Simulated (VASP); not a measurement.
# CdS (I-4m2) in VASP: notebook

CdS is run at these levels: PBE; tasks: single point.

Everything below comes from runs of VASP 6.6.1. Logs are shortened: lines on timing, memory, paths and dates and some standing lists are left out, and cuts for length are marked.

## (1) The cell of the first run

The structure is tetragonal, space group I-4m2 (No. 119). Conventional cell: a = 3.786 Å, b = 3.786 Å, c = 6.286 Å, α = 90.00°, β = 90.00°, γ = 90.00°. Cd (site symmetry -4m2) has 4 S at 2.46 Å within 3.2 Å. S (site symmetry -4m2) has 4 Cd at 2.46 Å within 3.2 Å.

## (2) Single point, PBE (strain -0.080 along x and y, +0.080 along z)

INCAR

```
SYSTEM = CdS
  PREC = Accurate
  ENCUT = 520
  EDIFF = 1E-6
  ISMEAR = 0
  SIGMA = 0.05
  LREAL = .False.
  LASPH = .True.
  NELM = 80
  ALGO = Normal
  ISIF = 2
  LWAVE = .False.
  LCHARG = .False.
  GGA = PE
  NBANDS = 16
```

KPOINTS

```
Automatic mesh
0
Gamma
  8 8 8
  0 0 0
```

POSCAR

```
CdS
1.0
    0.0000000000      2.6772000000      3.1428000000
    2.6772000000      0.0000000000      3.1428000000
    2.6772000000      2.6772000000      0.0000000000
Cd S
1 1
Direct
    0.0000000000      0.0000000000      0.0000000000
    0.7500000000      0.7500000000      0.7500000000
```

Potentials or basis: VASP PAW PBE potentials, release 64 (Cd, S).

Launch:

```sh
$ cat potpaw_PBE.64/Cd/POTCAR potpaw_PBE.64/S/POTCAR > POTCAR
$ mpirun -np 1 vasp_std > vasp.out
```

OUTCAR:

```text
SYSTEM = CdS
   PREC = Accurate
   ENCUT = 520
   EDIFF = 1E-6
   ISMEAR = 0
   LREAL = .False.
   LASPH = .True.
   NELM = 80
   ISIF = 2
   GGA = PE

 ion  position               nearest neighbor table
   1  0.000  0.000  0.000-   2 2.46   2 2.46   2 2.46   2 2.46
   2  0.750  0.750  0.750-   1 2.46   1 2.46   1 2.46   1 2.46

  LATTYP: Found a body centered tetragonal cell.
 ALAT       =     3.7861325492
 C/A-ratio  =     1.6601637471

  Lattice vectors:

 A1 = (  -2.6772000000,   0.0000000000,   3.1428000000)
 A2 = (   2.6772000000,   0.0000000000,   3.1428000000)
 A3 = (   0.0000000000,   2.6772000000,  -3.1428000000)

Analysis of symmetry for initial positions (statically):
=====================================================================
 Subroutine PRICEL returns:
 Original cell was already a primitive cell.

 Routine SETGRP: Setting up the symmetry group for a
 body centered tetragonal supercell.

 Subroutine GETGRP returns: Found  8 space group operations
 (whereof  8 operations were pure point group operations)
 out of a pool of 16 trial point group operations.

The static configuration has the point symmetry D_2d.

Analysis of symmetry for dynamics (positions and initial velocities):
=====================================================================
 Subroutine PRICEL returns:
 Original cell was already a primitive cell.

 Routine SETGRP: Setting up the symmetry group for a
 body centered tetragonal supercell.

 Subroutine GETGRP returns: Found  8 space group operations
 (whereof  8 operations were pure point group operations)
 out of a pool of 16 trial point group operations.

The dynamic configuration has the point symmetry D_2d.

 Subroutine INISYM returns: Found  8 space group operations
 (whereof  8 operations are pure point group operations),
 and found     1 'primitive' translations

----------------------------------------------------------------------------------------

                                     Primitive cell

  volume of cell :      45.0514

  direct lattice vectors                    reciprocal lattice vectors
     0.000000000  2.677200000  3.142800000    -0.186762289  0.186762289  0.159093802
     2.677200000  0.000000000  3.142800000     0.186762289 -0.186762289  0.159093802
     2.677200000  2.677200000  0.000000000     0.186762289  0.186762289 -0.159093802

  length of vectors
     4.128509620  4.128509620  3.786132549     0.308336088  0.308336088  0.308336088

  position of ions in fractional coordinates (direct lattice)
     0.000000000  0.000000000  0.000000000
     0.750000000  0.750000000  0.750000000

  ion indices of the primitive-cell ions
   primitive index   ion index
                 1           1
                 2           2

----------------------------------------------------------------------------------------

 KPOINTS: Automatic mesh

Automatic generation of k-mesh.
 Grid dimensions read from file:
 generate k-points for:    8    8    8

 Generating k-lattice:

  Cartesian coordinates                     Fractional coordinates (reciprocal lattice)
    -0.023345286  0.023345286  0.019886725     0.125000000  0.000000000  0.000000000
     0.023345286 -0.023345286  0.019886725     0.000000000  0.125000000  0.000000000
     0.023345286  0.023345286 -0.019886725     0.000000000  0.000000000  0.125000000

  Length of vectors
     0.038542011  0.038542011  0.038542011

  Shift w.r.t. Gamma in fractional coordinates (k-lattice)
     0.000000000  0.000000000  0.000000000

 Subroutine IBZKPT returns following result:
 ===========================================

 Found     59 irreducible k-points:

 Following reciprocal coordinates:
            Coordinates               Weight
  0.000000  0.000000  0.000000      1.000000
  0.125000 -0.000000  0.000000      8.000000
  0.250000 -0.000000  0.000000      8.000000
  0.375000 -0.000000  0.000000      8.000000
  0.500000 -0.000000  0.000000      4.000000
  0.125000  0.125000  0.000000      2.000000
[... 16 lines left out ...]
  0.250000  0.000000  0.125000     16.000000
  0.375000 -0.000000  0.125000     16.000000
 [... further k-points ...]
   k-points           NKPTS =     59   k-points in BZ     NKDIM =     59   number of bands    NBANDS=     16
   number of dos      NEDOS =    301   number of ions     NIONS =      2
   total plane-waves  NPLWV =  28672
   dimension x,y,z NGX =    32 NGY =   32 NGZ =   28
   dimension x,y,z NGXF=    64 NGYF=   64 NGZF=   56
   ions per type =               1   1
   NGX,Y,Z   is equivalent  to a cutoff of  12.89, 12.89, 12.29 a.u.
   NGXF,Y,Z  is equivalent  to a cutoff of  25.77, 25.77, 24.59 a.u.
 SYSTEM =  CdS
   PREC   = accura    normal or accurate (medium, high low for compatibility)
   ISTART =      0    job   : 0-new  1-cont  2-samecut
   ICHARG =      2    charge: 1-file 2-atom 10-const
   ISPIN  =      1    spin polarized calculation?
   LNONCOLLINEAR =      F non collinear calculations
   LSORBIT =      F    spin-orbit coupling
   LASPH  =      T    aspherical Exc in radial PAW
   ENCUT  =  520.0 eV  38.22 Ry    6.18 a.u.   7.68  7.68  7.04*2*pi/ulx,y,z
   NELM   =     80;   NELMIN=  2; NELMDL= -5     # of ELM steps
   EDIFF  = 0.1E-05   stopping-criterion for ELM
   LREAL  =      F    real-space projection
   EDIFFG = 0.1E-04   stopping-criterion for IOM
   NSW    =      0    number of steps for IOM
   IBRION =     -1    ionic relax: 0-MD 1-quasi-New 2-CG
   NFREE  =      0    steps in history (QN), initial steepest desc. (CG)
   ISIF   =      2    stress and relaxation
   ISYM   =      2    0-nonsym 1-usesym 2-fastsym
   POTIM  = 0.5000    time-step for ionic-motion
   TEBEG  =    0.0;   TEEND  =   0.0 temperature during run
   PSTRESS=    0.0 pullay stress
   NELECT =      18.0000    total number of electrons
   NUPDOWN=      -1.0000    fix difference up-down
   EMIN   =  10.00;   EMAX   =-10.00  energy-range for DOS
   EFERMI =   0.00;   METHOD = LEGACY
   ISMEAR =     0;   SIGMA  =   0.05  broadening in eV -4-tet -1-fermi 0-gaus
   EFERMI_NEDOS =   21; number of points for ismear=-14 and -15
   IALGO  =     38    algorithm
   IMIX   =      4    mixing-type and parameters
     AMIX     =   0.40;   BMIX     =  1.00
     AMIX_MAG =   1.60;   BMIX_MAG =  1.00
  volume/ion in A,a.u.               =      22.53       152.01
  Fermi-wavevector in a.u.,A,eV,Ry     =   1.205766  2.278567 19.781110  1.453871
  Thomas-Fermi vector in A             =   2.341452
   LORBIT       =      0    0 simple, 1 ext, 2 COOP (PROOUT), +10 PAW based schemes
   GGA     = PE    functional components
   LHFCALC =     F    Hartree Fock is set to
   AEXX    =    0.0000 exact exchange contribution
   IVDW    =     0    specifies the selected vdW correction
   LEPSILON=     F    determine dielectric tensor
   LRPA    =     F    only Hartree local field effects (RPA)
 non-spin polarized calculation
 Gauss-broadening in eV      SIGMA  =   0.05
  energy-cutoff  :      520.00
  volume of cell :       45.05
 maximum number of plane-waves:      1225
   NGX = 15   NGY = 15   NGZ = 15

 number of electron      18.0000002 magnetization

 Free energy of the ion-electron system (eV)
  ---------------------------------------------------
  ext. energy  EPLUGINS =         0.00000000
  ---------------------------------------------------
  free energy    TOTEN  =        -5.89160057 eV

  energy without entropy =       -5.89160057  energy(sigma->0) =       -5.89160057

 E-fermi :   2.6099     XC(G=0):  -9.6362

 val. band max:        2.3695732536   @ k =   0.0000   0.0000   0.0000
 cond. band min:       3.4541769659   @ k =   0.0000   0.0000   0.0000
 fundamental gap:      1.0846037123
 Fermi energy:         2.6098573457

 k-point     1 :       0.0000    0.0000    0.0000
  band No.  band energies     occupation
      1     -10.7707      2.00000
      2      -6.0056      2.00000
      3      -5.8644      2.00000
      4      -5.8644      2.00000
      5      -5.3829      2.00000
      6      -5.2882      2.00000
[... 8 lines left out ...]
     15      14.0031      0.00000
     16      14.3593      0.00000

 k-point     2 :       0.1250   -0.0000    0.0000
  band No.  band energies     occupation
      1     -10.6910      2.00000
      2      -5.9691      2.00000
      3      -5.8367      2.00000
      4      -5.8305      2.00000
      5      -5.3707      2.00000
      6      -5.2981      2.00000
[... 8 lines left out ...]
     15      14.1181      0.00000
     16      14.5474      0.00000

 k-point     3 :       0.2500   -0.0000    0.0000
  band No.  band energies     occupation
      1     -10.4963      2.00000
      2      -5.8972      2.00000
      3      -5.7735      2.00000
      4      -5.6743      2.00000
      5      -5.3175      2.00000
      6      -5.3164      2.00000
[... 8 lines left out ...]
     15      13.3961      0.00000
     16      14.3927      0.00000

 k-point     4 :       0.3750   -0.0000    0.0000
  band No.  band energies     occupation
      1     -10.3005      2.00000
      2      -5.8575      2.00000
      3      -5.7192      2.00000
      4      -5.3801      2.00000
      5      -5.3226      2.00000
      6      -5.1530      2.00000
[... 8 lines left out ...]
     15      13.8273      0.00000
     16      14.5946      0.00000

 k-point     5 :       0.5000   -0.0000    0.0000
  band No.  band energies     occupation
      1     -10.2199      2.00000
      2      -5.8478      2.00000
      3      -5.7009      2.00000
      4      -5.3199      2.00000
      5      -5.2850      2.00000
      6      -4.8852      2.00000
[... 8 lines left out ...]
     15      14.6317      0.00000
     16      14.9674      0.00000

 k-point     6 :       0.1250    0.1250    0.0000
  band No.  band energies     occupation
      1     -10.6830      2.00000
      2      -5.9615      2.00000
      3      -5.8142      2.00000
      4      -5.8142      2.00000
      5      -5.4065      2.00000
      6      -5.2796      2.00000
[... 8 lines left out ...]
     15      15.0064      0.00000
     16      15.0259      0.00000

 k-point     7 :       0.2500    0.1250    0.0000
  band No.  band energies     occupation
      1     -10.5394      2.00000
      2      -5.8827      2.00000
      3      -5.7512      2.00000
      4      -5.7162      2.00000
      5      -5.4068      2.00000
      6      -5.2806      2.00000
[... 8 lines left out ...]
     15      14.4692      0.00000
     16      15.6517      0.00000

 k-point     8 :       0.3750    0.1250    0.0000
  band No.  band energies     occupation
      1     -10.3437      2.00000
      2      -5.8329      2.00000
      3      -5.6908      2.00000
      4      -5.4139      2.00000
      5      -5.3443      2.00000
      6      -5.2922      2.00000
[... 8 lines left out ...]
     15      14.3766      0.00000
     16      14.8001      0.00000

 k-point     9 :       0.5000    0.1250    0.0000
  band No.  band energies     occupation
      1     -10.2121      2.00000
      2      -5.8249      2.00000
      3      -5.6677      2.00000
      4      -5.3137      2.00000
      5      -5.3108      2.00000
      6      -4.9338      2.00000
[... 8 lines left out ...]
     15      14.6438      0.00000
     16      14.7872      0.00000
[... 172 lines left out ...]
 k-point    19 :       0.5000    0.3750    0.0000
  band No.  band energies     occupation
      1     -10.1584      2.00000
      2      -5.6612      2.00000
      3      -5.5090      2.00000
      4      -5.4829      2.00000
      5      -5.2487      2.00000
      6      -5.0539      2.00000
[... 8 lines left out ...]
     15      15.4539      0.00000
     16      16.1429      0.00000

 k-point    20 :      -0.3750    0.3750    0.0000
  band No.  band energies     occupation
      1     -10.1238      2.00000
      2      -5.7175      2.00000
      3      -5.5325      2.00000
      4      -5.4098      2.00000
      5      -5.2920      2.00000
      6      -4.7830      2.00000
[... 8 lines left out ...]
     15      14.9439      0.00000
     16      16.3704      0.00000

 k-point    21 :       0.5000    0.5000    0.0000
  band No.  band energies     occupation
      1     -10.1439      2.00000
      2      -5.6349      2.00000
      3      -5.4790      2.00000
      4      -5.4790      2.00000
      5      -5.2290      2.00000
      6      -5.0870      2.00000
[... 8 lines left out ...]
     15      15.2186      0.00000
     16      16.1273      0.00000

 k-point    22 :       0.1250    0.0000    0.1250
  band No.  band energies     occupation
      1     -10.6555      2.00000
      2      -5.9521      2.00000
      3      -5.8408      2.00000
      4      -5.8164      2.00000
      5      -5.3502      2.00000
      6      -5.3115      2.00000
[... 8 lines left out ...]
     15      13.0744      0.00000
     16      15.0162      0.00000

 k-point    23 :       0.2500    0.0000    0.1250
  band No.  band energies     occupation
      1     -10.4935      2.00000
      2      -5.8910      2.00000
      3      -5.7747      2.00000
      4      -5.7253      2.00000
      5      -5.3316      2.00000
      6      -5.2935      2.00000
[... 8 lines left out ...]
     15      12.8230      0.00000
     16      15.6406      0.00000

 k-point    24 :       0.3750   -0.0000    0.1250
  band No.  band energies     occupation
      1     -10.2996      2.00000
      2      -5.8414      2.00000
      3      -5.7063      2.00000
      4      -5.5190      2.00000
      5      -5.3212      2.00000
      6      -5.1383      2.00000
[... 8 lines left out ...]
     15      13.8100      0.00000
     16      15.3982      0.00000

 [... further k-points ...]

------------------------ aborting loop because EDIFF is reached ----------------------------------------

  FORCE on cell =-STRESS in cart. coord.  units (eV):
  Direction    XX          YY          ZZ          XY          YZ          ZX
  --------------------------------------------------------------------------------------
  -------------------------------------------------------------------------------------
  Total        3.1275172      3.1275172      2.3469477      0.0000000      0.0000000      0.0000000
  in kB      111.2248740    111.2248740     83.4652347      0.0000000      0.0000000      0.0000000
  external PRESSURE =     101.9716609 kB  Pullay stress =       0.0000000 kB

 VOLUME and BASIS-vectors are now :
 -----------------------------------------------------------------------------
  energy-cutoff  :      520.00
  volume of cell :       45.05
      direct lattice vectors                 reciprocal lattice vectors
     0.000000000  2.677200000  3.142800000    -0.186762289  0.186762289  0.159093802
     2.677200000  0.000000000  3.142800000     0.186762289 -0.186762289  0.159093802
     2.677200000  2.677200000  0.000000000     0.186762289  0.186762289 -0.159093802

 POSITION                                       TOTAL-FORCE (eV/Angst)
 -----------------------------------------------------------------------------------
      0.00000      0.00000      0.00000        -0.000000     -0.000000     -0.000000
      4.01580      4.01580      4.71420         0.000000      0.000000      0.000000
 -----------------------------------------------------------------------------------
    total drift:                                0.000002      0.000002     -0.000003

  FREE ENERGIE OF THE ION-ELECTRON SYSTEM (eV)
  ---------------------------------------------------
  free  energy   TOTEN  =        -5.8916005680 eV

  energy  without entropy=       -5.8916005680  energy(sigma->0) =       -5.89160057
```

Run time: 44 s. Hardware: 1 thread of Intel Xeon 8259CL, shared host; peak memory 0.2 GiB.

What came out:

```yaml
Free_energy: -5.8916 eV
Pressure: 10.2 GPa
Band_gap_on_the_k_mesh: 1.08 eV
```

Caveat: the cell differs from its parent crystal (strain -0.080 along x and y, +0.080 along z); the cell stands under pressure.

## (3) Single point, PBE (strain +0.000 along x and y, -0.080 along z)

INCAR

```
SYSTEM = CdS
PREC = Accurate ; ENCUT = 520
EDIFF = 1E-7 ; ISMEAR = 0
SIGMA = 0.05 ; LREAL = .False.
LASPH = .True. ; NELM = 80
ALGO = Normal ; ISIF = 2
LWAVE = .False. ; LCHARG = .False.
GGA = PE ; NBANDS = 16
```

KPOINTS

```
regular mesh
0
Gamma
  8 8 8
  0 0 0
```

POSCAR

```
CdS
1.0
    0.0000000000      2.9100000000      2.6772000000
    2.9100000000      0.0000000000      2.6772000000
    2.9100000000      2.9100000000      0.0000000000
Cd S
1 1
Direct
    0.0000000000      0.0000000000      0.0000000000
    0.7500000000      0.7500000000      0.7500000000
```

Potentials or basis: VASP PAW PBE potentials, release 64 (Cd, S).

Launch:

```sh
$ cat potpaw_PBE.64/Cd/POTCAR potpaw_PBE.64/S/POTCAR > POTCAR
$ mpirun -np 1 vasp_std > vasp.out
```

It took 54 s on 1 thread of Intel Xeon 8259CL, shared host; peak memory 0.2 GiB.

It converged, with:

```yaml
Free_energy: -5.9403 eV
Pressure: 10.3 GPa
Band_gap_on_the_k_mesh: 1.19 eV
```

Stress tensor (GPa, compression positive):
```
10.22  0.00  0.00
 0.00 10.22  0.00
 0.00  0.00 10.57
```

Levels at points of the mesh, in eV from the valence-band top:
```csv
k point,band 5,band 6,band 7,band 8,band 9,band 10,band 11,band 12,band 13,band 14
"(0.00, 0.00, 0.00)",-7.66,-7.61,-0.23,-0.23,0.00,1.19,6.40,6.40,6.45,10.90
"(0.50, 0.00, 0.00)",-7.56,-7.17,-5.10,-1.20,-0.86,2.93,6.53,7.27,7.68,11.14
"(0.50, 0.50, 0.00)",-7.51,-6.96,-4.12,-2.58,-2.58,3.04,3.77,10.13,11.04,11.04
"(0.50, 0.00, 0.50)",-7.53,-7.17,-4.66,-2.30,-2.11,3.38,4.57,9.17,10.68,11.50
```

Caveat: the cell differs from its parent crystal (strain +0.000 along x and y, -0.080 along z); the cell stands under pressure.

(Continued in part 2 of 2.)
